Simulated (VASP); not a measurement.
# BeTe3 (Fm-3m) in VASP: a series of runs

The runs below take BeTe3 through single point, relaxation of cell and atoms, with PBE.

Program: VASP 6.6.1. These are calculated values, not measurements. Logs are shortened: lines on timing, memory, paths and dates and some standing lists are left out, and cuts for length are marked.

## 1. The cell of the first run

Symmetry: Fm-3m, No. 225, cubic system. Conventional cell: a = 7.464 Å, b = 7.464 Å, c = 7.464 Å, α = 90.00°, β = 90.00°, γ = 90.00°. Within 4.3 Å of Be (site symmetry m-3m) lie 14 Te at 3.23 to 3.73 Å. Within 4.3 Å of Te (site symmetry -43m) lie 4 Be at 3.23 Å and 10 Te at 3.23 to 3.73 Å. Te (site symmetry m-3m) has 8 Te at 3.23 Å and 6 Be at 3.73 Å within 4.3 Å.

## 2. Single point, PBE

Input file INCAR:

```
ALGO     = Normal         # electronic algorithm
EDIFF    = 1E-6           # SCF threshold, eV
ENCUT    = 520            # plane-wave cutoff, eV
GGA      = PE             # functional
ISIF     = 2              # what is computed and relaxed
ISMEAR   = 0              # smearing method
LASPH    = T              # aspherical terms in the spheres
LCHARG   = F              # write CHGCAR
LREAL    = F              # projectors in reciprocal space
LWAVE    = F              # write WAVECAR
NBANDS   = 18             # bands
NELM     = 80             # most SCF steps
PREC     = Accurate       # precision mode
SIGMA    = 0.1            # smearing width, eV
```

Input file KPOINTS:

```
k-points
0
Gamma
  4 4 4
```

Input file POSCAR:

```
BeTe3
1.0
    0.0000000000      3.7320555400      3.7320555400
    3.7320555400      0.0000000000      3.7320555400
    3.7320555400      3.7320555400      0.0000000000
Be Te
1 3
Direct
    0.0000000000      0.0000000000      0.0000000000
    0.2500000000      0.2500000000      0.2500000000
    0.7500000000      0.7500000000      0.7500000000
    0.5000000000      0.5000000000      0.5000000000
```

Potentials or basis: VASP PAW PBE potentials, release 64 (Be, Te).

Command:

```bash
> cat potpaw_PBE.64/Be/POTCAR potpaw_PBE.64/Te/POTCAR > POTCAR
> mpirun -np 1 vasp_std > vasp.out
```

OUTCAR:

```text
EDIFF = 1E-6
   ENCUT = 520
   GGA = PE
   ISIF = 2
   ISMEAR = 0
   LASPH = T
   LREAL = F
   NELM = 80
   PREC = Accurate

 ion  position               nearest neighbor table
   1  0.000  0.000  0.000-
   2  0.250  0.250  0.250-   4 3.23   4 3.23   4 3.23   4 3.23
   3  0.750  0.750  0.750-   4 3.23   4 3.23   4 3.23   4 3.23
   4  0.500  0.500  0.500-   2 3.23   2 3.23   2 3.23   3 3.23   3 3.23   3 3.23   3 3.23   2 3.23

  LATTYP: Found a face centered cubic cell.
 ALAT       =     7.4641110800

  Lattice vectors:

 A1 = (   0.0000000000,   3.7320555400,   3.7320555400)
 A2 = (   3.7320555400,   0.0000000000,   3.7320555400)
 A3 = (   3.7320555400,   3.7320555400,   0.0000000000)

Analysis of symmetry for initial positions (statically):
=====================================================================
 Subroutine PRICEL returns:
 Original cell was already a primitive cell.

 Routine SETGRP: Setting up the symmetry group for a
 face centered cubic supercell.

 Subroutine GETGRP returns: Found 48 space group operations
 (whereof 48 operations were pure point group operations)
 out of a pool of 48 trial point group operations.

The static configuration has the point symmetry O_h .

Analysis of symmetry for dynamics (positions and initial velocities):
=====================================================================
 Subroutine PRICEL returns:
 Original cell was already a primitive cell.

 Routine SETGRP: Setting up the symmetry group for a
 face centered cubic supercell.

 Subroutine GETGRP returns: Found 48 space group operations
 (whereof 48 operations were pure point group operations)
 out of a pool of 48 trial point group operations.

The dynamic configuration has the point symmetry O_h .

 Subroutine INISYM returns: Found 48 space group operations
 (whereof 48 operations are pure point group operations),
 and found     1 'primitive' translations

----------------------------------------------------------------------------------------

                                     Primitive cell

  volume of cell :     103.9619

  direct lattice vectors                    reciprocal lattice vectors
     0.000000000  3.732055540  3.732055540    -0.133974426  0.133974426  0.133974426
     3.732055540  0.000000000  3.732055540     0.133974426 -0.133974426  0.133974426
     3.732055540  3.732055540  0.000000000     0.133974426  0.133974426 -0.133974426

  length of vectors
     5.277923560  5.277923560  5.277923560     0.232050513  0.232050513  0.232050513

  position of ions in fractional coordinates (direct lattice)
     0.000000000  0.000000000  0.000000000
     0.250000000  0.250000000  0.250000000
     0.750000000  0.750000000  0.750000000
     0.500000000  0.500000000  0.500000000

  ion indices of the primitive-cell ions
   primitive index   ion index
                 1           1
                 2           2
                 3           3
                 4           4

----------------------------------------------------------------------------------------

 KPOINTS: k-points

Automatic generation of k-mesh.
 Grid dimensions read from file:
 generate k-points for:    4    4    4

 Generating k-lattice:

  Cartesian coordinates                     Fractional coordinates (reciprocal lattice)
    -0.033493607  0.033493607  0.033493607     0.250000000  0.000000000  0.000000000
     0.033493607 -0.033493607  0.033493607     0.000000000  0.250000000  0.000000000
     0.033493607  0.033493607 -0.033493607     0.000000000  0.000000000  0.250000000

  Length of vectors
     0.058012628  0.058012628  0.058012628

  Shift w.r.t. Gamma in fractional coordinates (k-lattice)
     0.000000000  0.000000000  0.000000000

 Subroutine IBZKPT returns following result:
 ===========================================

 Found      8 irreducible k-points:

 Following reciprocal coordinates:
            Coordinates               Weight
  0.000000  0.000000  0.000000      1.000000
  0.250000  0.000000  0.000000      8.000000
  0.500000  0.000000  0.000000      4.000000
  0.250000  0.250000  0.000000      6.000000
  0.500000  0.250000  0.000000     24.000000
 -0.250000  0.250000  0.000000     12.000000
  0.500000  0.500000  0.000000      3.000000
 -0.250000  0.500000  0.250000      6.000000
   k-points           NKPTS =      8   k-points in BZ     NKDIM =      8   number of bands    NBANDS=     18
   number of dos      NEDOS =    301   number of ions     NIONS =      4
   total plane-waves  NPLWV =  64000
   dimension x,y,z NGX =    40 NGY =   40 NGZ =   40
   dimension x,y,z NGXF=    80 NGYF=   80 NGZF=   80
   ions per type =               1   3
   NGX,Y,Z   is equivalent  to a cutoff of  12.60, 12.60, 12.60 a.u.
   NGXF,Y,Z  is equivalent  to a cutoff of  25.20, 25.20, 25.20 a.u.
 SYSTEM =  unknown system
   PREC   = accura    normal or accurate (medium, high low for compatibility)
   ISTART =      0    job   : 0-new  1-cont  2-samecut
   ICHARG =      2    charge: 1-file 2-atom 10-const
   ISPIN  =      1    spin polarized calculation?
   LNONCOLLINEAR =      F non collinear calculations
   LSORBIT =      F    spin-orbit coupling
   LASPH  =      T    aspherical Exc in radial PAW
   ENCUT  =  520.0 eV  38.22 Ry    6.18 a.u.   9.81  9.81  9.81*2*pi/ulx,y,z
   NELM   =     80;   NELMIN=  2; NELMDL= -5     # of ELM steps
   EDIFF  = 0.1E-05   stopping-criterion for ELM
   LREAL  =      F    real-space projection
   EDIFFG = 0.1E-04   stopping-criterion for IOM
   NSW    =      0    number of steps for IOM
   IBRION =     -1    ionic relax: 0-MD 1-quasi-New 2-CG
   NFREE  =      0    steps in history (QN), initial steepest desc. (CG)
   ISIF   =      2    stress and relaxation
   ISYM   =      2    0-nonsym 1-usesym 2-fastsym
   POTIM  = 0.5000    time-step for ionic-motion
   TEBEG  =    0.0;   TEEND  =   0.0 temperature during run
   PSTRESS=    0.0 pullay stress
   NELECT =      20.0000    total number of electrons
   NUPDOWN=      -1.0000    fix difference up-down
   EMIN   =  10.00;   EMAX   =-10.00  energy-range for DOS
   EFERMI =   0.00;   METHOD = LEGACY
   ISMEAR =     0;   SIGMA  =   0.10  broadening in eV -4-tet -1-fermi 0-gaus
   EFERMI_NEDOS =   21; number of points for ismear=-14 and -15
   IALGO  =     38    algorithm
   IMIX   =      4    mixing-type and parameters
     AMIX     =   0.40;   BMIX     =  1.00
     AMIX_MAG =   1.60;   BMIX_MAG =  1.00
  volume/ion in A,a.u.               =      25.99       175.39
  Fermi-wavevector in a.u.,A,eV,Ry     =   0.945061  1.785907 12.151924  0.893141
  Thomas-Fermi vector in A             =   2.072927
   LORBIT       =      0    0 simple, 1 ext, 2 COOP (PROOUT), +10 PAW based schemes
   GGA     = PE    functional components
   LHFCALC =     F    Hartree Fock is set to
   AEXX    =    0.0000 exact exchange contribution
   IVDW    =     0    specifies the selected vdW correction
   LEPSILON=     F    determine dielectric tensor
   LRPA    =     F    only Hartree local field effects (RPA)
 non-spin polarized calculation
 Gauss-broadening in eV      SIGMA  =   0.10
  energy-cutoff  :      520.00
  volume of cell :      103.96
 maximum number of plane-waves:      2826
   NGX = 19   NGY = 19   NGZ = 19

 number of electron      19.9999998 magnetization

 Free energy of the ion-electron system (eV)
  ---------------------------------------------------
  ext. energy  EPLUGINS =         0.00000000
  ---------------------------------------------------
  free energy    TOTEN  =       -10.33445813 eV

  energy without entropy =      -10.30701074  energy(sigma->0) =      -10.32073443

 E-fermi :   6.7652     XC(G=0):  -9.7224

 val. band max:        6.7285213312   @ k =   0.5000   0.0000   0.0000
 cond. band min:       6.7865548542   @ k =   0.5000   0.2500   0.0000
 fundamental gap:      0.0580335230
 Fermi energy:         6.7651887829

 k-point     1 :       0.0000    0.0000    0.0000
  band No.  band energies     occupation
      1      -6.8484      2.00000
      2      -3.1879      2.00000
      3      -2.1976      2.00000
      4       3.5075      2.00000
      5       3.5075      2.00000
      6       3.5075      2.00000
[... 10 lines left out ...]
     17      11.8500      0.00000
     18      11.8500      0.00000

 k-point     2 :       0.2500    0.0000    0.0000
  band No.  band energies     occupation
      1      -6.4532      2.00000
      2      -3.6478      2.00000
      3      -2.7635      2.00000
      4       2.5923      2.00000
      5       2.7322      2.00000
      6       2.7322      2.00000
[... 10 lines left out ...]
     17      12.0082      0.00000
     18      12.0082      0.00000

 k-point     3 :       0.5000    0.0000    0.0000
  band No.  band energies     occupation
      1      -5.6912      2.00000
      2      -4.6463      2.00000
      3      -3.1079      2.00000
      4       2.4834      2.00000
      5       2.4834      2.00000
      6       2.5153      2.00000
[... 10 lines left out ...]
     17      14.9533      0.00000
     18      15.2664      0.00000

 k-point     4 :       0.2500    0.2500    0.0000
  band No.  band energies     occupation
      1      -6.3159      2.00000
      2      -3.5933      2.00000
      3      -3.0908      2.00000
      4       1.8523      2.00000
      5       1.8523      2.00000
      6       3.1996      2.00000
[... 10 lines left out ...]
     17      10.9387      0.00000
     18      13.6672      0.00000

 k-point     5 :       0.5000    0.2500    0.0000
  band No.  band energies     occupation
      1      -5.5134      2.00000
      2      -4.3573      2.00000
      3      -3.7289      2.00000
      4       1.4360      2.00000
      5       1.6634      2.00000
      6       3.4474      2.00000
[... 10 lines left out ...]
     17      13.0926      0.00000
     18      14.1844      0.00000

 k-point     6 :      -0.2500    0.2500    0.0000
  band No.  band energies     occupation
      1      -5.8422      2.00000
      2      -4.0953      2.00000
      3      -3.5273      2.00000
      4       1.6938      2.00000
      5       2.2907      2.00000
      6       2.8954      2.00000
[... 10 lines left out ...]
     17      13.2634      0.00000
     18      14.8790      0.00000

 k-point     7 :       0.5000    0.5000    0.0000
  band No.  band energies     occupation
      1      -4.8963      2.00000
      2      -4.8317      2.00000
      3      -3.9223      2.00000
      4       1.2279      2.00000
      5       1.2279      2.00000
      6       2.2590      2.00000
[... 10 lines left out ...]
     17      12.4979      0.00000
     18      13.0599      0.00000

 k-point     8 :      -0.2500    0.5000    0.2500
  band No.  band energies     occupation
      1      -4.8237      2.00000
      2      -4.4809      2.00000
      3      -4.4809      2.00000
      4       0.6958      2.00000
      5       2.9369      2.00000
      6       2.9369      2.00000
[... 10 lines left out ...]
     17      14.2679      0.00000
     18      14.2679      0.00000

------------------------ aborting loop because EDIFF is reached ----------------------------------------

  FORCE on cell =-STRESS in cart. coord.  units (eV):
  Direction    XX          YY          ZZ          XY          YZ          ZX
  --------------------------------------------------------------------------------------
  -------------------------------------------------------------------------------------
  Total       -1.8456929     -1.8456929     -1.8456929      0.0000000      0.0000000      0.0000000
  in kB      -28.4443310    -28.4443310    -28.4443310      0.0000000      0.0000000      0.0000000
  external PRESSURE =     -28.4443310 kB  Pullay stress =       0.0000000 kB

 VOLUME and BASIS-vectors are now :
 -----------------------------------------------------------------------------
  energy-cutoff  :      520.00
  volume of cell :      103.96
      direct lattice vectors                 reciprocal lattice vectors
     0.000000000  3.732055540  3.732055540    -0.133974426  0.133974426  0.133974426
     3.732055540  0.000000000  3.732055540     0.133974426 -0.133974426  0.133974426
     3.732055540  3.732055540  0.000000000     0.133974426  0.133974426 -0.133974426

 POSITION                                       TOTAL-FORCE (eV/Angst)
 -----------------------------------------------------------------------------------
      0.00000      0.00000      0.00000         0.000000      0.000000      0.000000
      1.86603      1.86603      1.86603        -0.000000     -0.000000     -0.000000
      5.59808      5.59808      5.59808         0.000000      0.000000      0.000000
      3.73206      3.73206      3.73206         0.000000      0.000000      0.000000
 -----------------------------------------------------------------------------------
    total drift:                               -0.000000      0.000000      0.000000

  FREE ENERGIE OF THE ION-ELECTRON SYSTEM (eV)
  ---------------------------------------------------
  free  energy   TOTEN  =       -10.3344581262 eV

  energy  without entropy=      -10.3070107385  energy(sigma->0) =      -10.32073443
```

Wall time 10 s (1 thread of AMD EPYC 9R45 (Zen 5), shared host); peak memory 0.2 GiB.

What came out:

```yaml
Free_energy: -10.3345 eV
Pressure: -2.8 GPa
Band_gap_on_the_k_mesh: zero (band 10 reaches 7.34 eV, above the bottom of band 11 at 5.99 eV)
```

Levels at points of the mesh, in eV from the Fermi level:
```csv
k point,band 6,band 7,band 8,band 9,band 10,band 11,band 12,band 13,band 14,band 15
"(0.00, 0.00, 0.00)",-3.26,-3.24,-3.24,-3.24,-0.77,-0.77,-0.77,-0.42,3.57,3.57
"(0.50, 0.00, 0.00)",-4.25,-2.89,-2.89,-1.17,-0.04,0.95,0.95,2.41,2.79,2.79
"(0.50, 0.50, 0.00)",-4.51,-0.97,-0.18,-0.18,0.57,0.95,0.95,1.22,3.43,4.29
```

Caveat: the k points lie up to 0.36 Å⁻¹ apart; spin-orbit coupling is left out, which moves the levels of the heavy elements.

## 3. Single point, PBE

This run uses another cell than the first one, of 24.64 Å³/atom, 0.948 times its volume.

Input file INCAR:

```
  PREC = Accurate
  ENCUT = 520
  EDIFF = 1E-6
  ISMEAR = 0
  SIGMA = 0.1
  LREAL = False
  LASPH = True
  NELM = 100
  ALGO = Normal
  ISIF = 2
  LWAVE = False
  LCHARG = True
  GGA = PE
  LELF = True
  LVHAR = True
  NBANDS = 18
```

Input file KPOINTS:

```
regular mesh
0
Gamma
  12 12 12
```

Input file POSCAR:

```
BeTe3
1.0
    0.0000000000      3.6663562213      3.6663562213
    3.6663562213      0.0000000000      3.6663562213
    3.6663562213      3.6663562213      0.0000000000
Be Te
1 3
Direct
    0.0000000000      0.0000000000      0.0000000000
    0.2500000000      0.2500000000      0.2500000000
    0.7500000000      0.7500000000      0.7500000000
    0.5000000000      0.5000000000      0.5000000000
```

Potentials or basis: VASP PAW PBE potentials, release 64 (Be, Te).

Command:

```bash
> cat potpaw_PBE.64/Be/POTCAR potpaw_PBE.64/Te/POTCAR > POTCAR
> mpirun -np 1 vasp_std > vasp.out
```

Run time: 62 s. Hardware: 1 thread of AMD EPYC 9R45 (Zen 5), shared host; peak memory 0.27 GiB.

The run converged. Its results:

* Free energy: -10.3972 eV
* Pressure: -0.1 GPa
* Band gap on the k mesh: zero (band 10 reaches 8.13 eV, above the bottom of band 11 at 6.37 eV)

Levels at points of the mesh, in eV from the Fermi level:
| k point | band 6 | band 7 | band 8 | band 9 | band 10 | band 11 | band 12 | band 13 | band 14 | band 15 |
| --- | --- | --- | --- | --- | --- | --- | --- | --- | --- | --- |
| (0.00, 0.00, 0.00) | -3.55 | -3.51 | -3.51 | -3.51 | -0.94 | -0.94 | -0.94 | -0.37 | 3.36 | 3.36 |
| (0.50, 0.00, 0.00) | -4.45 | -3.16 | -3.16 | -1.19 | -0.07 | 0.93 | 0.93 | 2.58 | 2.70 | 2.70 |
| (0.50, 0.50, 0.00) | -4.78 | -0.98 | -0.21 | -0.21 | 0.63 | 0.92 | 0.92 | 1.31 | 3.44 | 4.34 |

Caveat: spin-orbit coupling is left out, which moves the levels of the heavy elements.

## 4. Relaxation of cell and atoms, PBE

Input file INCAR:

```
SYSTEM = BeTe3
PREC = Accurate
ENCUT = 600
EDIFF = 1E-6
ISMEAR = 0
SIGMA = 0.1
LREAL = .False.
LASPH = .True.
NELM = 80
ALGO = Normal
ISIF = 3
LWAVE = .False.
LCHARG = .False.
GGA = PE
IBRION = 2
NSW = 100
EDIFFG = -0.01
```

Input file KPOINTS:

```
regular mesh
0
Gamma
  12 12 12
  0 0 0
```

Input file POSCAR:

```
BeTe3
1.0
    0.0000000000      3.7320555400      3.7320555400
    3.7320555400      0.0000000000      3.7320555400
    3.7320555400      3.7320555400      0.0000000000
Be Te
1 3
Direct
    0.0000000000      0.0000000000      0.0000000000
    0.2500000000      0.2500000000      0.2500000000
    0.7500000000      0.7500000000      0.7500000000
    0.5000000000      0.5000000000      0.5000000000
```

Command:

```bash
> cat potpaw_PBE.64/Be/POTCAR potpaw_PBE.64/Te/POTCAR > POTCAR
> mpirun -np 1 vasp_std > vasp.out
```

It took 2.4 min on 1 thread of AMD EPYC 9R45 (Zen 5), shared host; peak memory 0.32 GiB.

It converged, with:

- Free energy: -10.3974 eV
- Relaxed volume: 24.61 Å³/atom
- Relaxed cell: a = 5.183 Å, b = 5.183 Å, c = 5.183 Å, α = 60.00°, β = 60.00°, γ = 60.00°
- Space group after relaxing (to 0.05 Å): Fm-3m (No. 225)
- Energy gained by relaxing: 11.7 meV/atom
- Ionic steps: 3
- Pressure after relaxing: 0.0 GPa
- Band gap on the k mesh: zero (band 10 reaches 8.15 eV, above the bottom of band 11 at 6.38 eV)

The path:
| step | energy change (eV) | largest force (eV/Å) | pressure (GPa) | volume (Å³) |
| --- | --- | --- | --- | --- |
| 1 | 0.0000 | 0.0000 | -2.58 | 103.96 |
| 2 | -0.0463 | 0.0000 | 0.37 | 97.79 |
| 3 | -0.0470 | 0.0000 | 0.00 | 98.44 |

Final structure:
```xyz
4
Lattice="0.0000 3.6647 3.6647 3.6647 0.0000 3.6647 3.6647 3.6647 0.0000" Properties=species:S:1:pos:R:3 pbc="T T T"
Be    0.0000    0.0000    0.0000
Te    1.8324    1.8324    1.8324
Te    5.4971    5.4971    5.4971
Te    3.6647    3.6647    3.6647
```

Levels at points of the mesh, in eV from the Fermi level:
```csv
k point,band 7,band 8,band 9,band 10,band 11,band 12,band 13,band 14
"(0.00, 0.00, 0.00)",-3.52,-3.52,-3.52,-0.94,-0.94,-0.94,-0.36,3.35
"(0.50, 0.00, 0.00)",-3.17,-3.17,-1.19,-0.07,0.93,0.93,2.59,2.70
"(0.50, 0.50, 0.00)",-0.98,-0.21,-0.21,0.63,0.92,0.92,1.31,3.44
```

Caveat: spin-orbit coupling is left out, which moves the levels of the heavy elements.

## 5. The runs side by side

```tsv
task	cell	k mesh	cutoff (eV)	gap on the mesh (eV)	pressure (GPa)
single point	a = 5.278 Å, angles 60.0°, 4 atoms	4 × 4 × 4	520	none	-2.8
single point	a = 5.185 Å, angles 60.0°, 4 atoms	12 × 12 × 12	520	none	-0.1
relaxation of cell and atoms	relaxed from a = 5.278 Å, angles 60.0°, 4 atoms	12 × 12 × 12	600	none	0.0
```

Alike in all rows: level PBE; potentials or basis VASP PAW PBE potentials, release 64 (Be, Te); no spin polarisation; smearing gaussian 0.1 eV.

Caveats: some runs use coarse meshes; spin-orbit coupling is left out, which moves the levels of the heavy elements.

Absolute energies hang on the potentials; compare differences alone.
